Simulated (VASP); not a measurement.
A run of VASP 6.6.1:

INCAR

```
PREC = Accurate
ENCUT = 520
EDIFF = 1E-6
ISMEAR = 0
SIGMA = 0.1
LREAL = False
LASPH = True
NELM = 150
ALGO = Normal
ISIF = 2
LWAVE = False
LCHARG = False
ISPIN = 2
MAGMOM = 0.73
LORBIT = 11
LMAXMIX = 4
GGA = PS
NBANDS = 15
```

The input KPOINTS:

```
regular mesh
0
Gamma
  20 20 20
```

The input POSCAR:

```
Ni
1.0
    0.0000000000      1.7874681086      1.7874681086
    1.7874681086      0.0000000000      1.7874681086
    1.7874681086      1.7874681086      0.0000000000
Ni
1
Direct
    0.0000000000      0.0000000000      0.0000000000
```

Potentials or basis: VASP PAW PBE potentials, release 64 (Ni).

Command:

```sh
$ cat potpaw_PBE.64/Ni/POTCAR > POTCAR
$ mpirun -np 1 vasp_std > vasp.out
```

Hardware: 1 thread of AMD EPYC 7R43 64-Core Processor (Zen 3), with other jobs on the host.

Task: Estimate the wall time of this run.

Result: Run time: 110 s on 1 thread of AMD EPYC 7R43 64-Core Processor (Zen 3) (shared host), peak memory 0.14 GiB. Counts: scf iterations 13, k points 256.
